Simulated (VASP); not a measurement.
**Cu: single point with PBE**

Cu:

```xyz
2
Lattice="2.5807 0.0000 0.0000 -1.2903 2.2349 0.0000 0.0000 0.0000 4.2695" Properties=species:S:1:pos:R:3 pbc="T T T"
Cu    0.0000    1.4900    1.0674
Cu    1.2903    0.7450    3.2021
```

```
Program                : VASP 6.6.1
Task                   : single point
Functional             : PBE
Potentials or basis    : VASP PAW PBE potentials, release 64 (Cu)
Cutoff                 : 520 eV
k mesh                 : 17 × 17 × 9
Occupations            : fermi-dirac, width 0.05 eV
Spin                   : no spin polarisation
Dipole correction      : no
Further INCAR settings : ALGO = Normal; EDIFF = 1e-06; NBANDS = 18
```

| Property | Result |
| --- | --- |
| Pressure | -3.0 GPa |
| Band gap on the k mesh | zero (band 11 reaches 10.71 eV, above the bottom of band 12 at 5.23 eV) |

Levels at points of the mesh, in eV from the Fermi level:
```csv
k point,band 7,band 8,band 9,band 10,band 11,band 12,band 13,band 14,band 15,band 16
"(0.00, 0.00, 0.00)",-2.70,-2.39,-2.39,-1.72,-1.72,-1.02,3.35,21.16,21.36,21.36
```

It took 21 s on 1 thread of Intel(R) Xeon(R) 6975P-C (Granite Rapids), on a shared host, peak memory 0.18 GiB.
